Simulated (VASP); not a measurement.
Set up this calculation in VASP 6.6.1, as the native input.

```
Task                   : single point
Functional             : PBEsol
Potentials or basis    : VASP PAW PBE potentials, release 64 (Mo_sv)
Cutoff                 : 520 eV
k mesh                 : 26 × 26 × 26
Occupations            : gaussian, width 0.15 eV
Spin                   : no spin polarisation
Dipole correction      : no
Further INCAR settings : ALGO = Fast; EDIFF = 1e-07; NBANDS = 13
```

The structure of Mo lies in POSCAR:

```
Mo
1.0
   -1.6037697628      1.6037697628      1.6428860985
    1.6037697628     -1.6037697628      1.6428860985
    1.6037697628      1.6037697628     -1.6428860985
Mo
1
Direct
    0.0000000000      0.0000000000      0.0000000000
```

This cell differs from its parent crystal: strain +0.025 along x and y, +0.050 along z.

These files were run (other wordings do the same):

INCAR

```
ALGO = Fast ; EDIFF = 1E-7
ENCUT = 520 ; GGA = PS
ISIF = 2 ; ISMEAR = 0
LASPH = T ; LCHARG = F
LREAL = F ; LWAVE = F
NBANDS = 13 ; NELM = 80
PREC = Accurate ; SIGMA = 0.15
```

KPOINTS

```
k-points
0
Gamma
  26 26 26
```

Potentials or basis: VASP PAW PBE potentials, release 64 (Mo_sv).

The run is started by

```bash
$ cat potpaw_PBE.64/Mo_sv/POTCAR > POTCAR
$ mpirun -np 1 vasp_std > vasp.out
```

Results of the run:

| Quantity | Value |
| --- | --- |
| Pressure | -21.9 GPa |
| Band gap on the k mesh | zero (bands 7 and 8 overlap by 4.62 eV) |

Caveat: the cell differs from its parent crystal (strain +0.025 along x and y, +0.050 along z); the cell stands under tension; the PAW data sets were made with another functional, which shifts forces and pressure a little.

Run time: 7.7 min on 1 thread of Intel Xeon 8259CL, with other jobs on the host, peak memory 0.38 GiB.
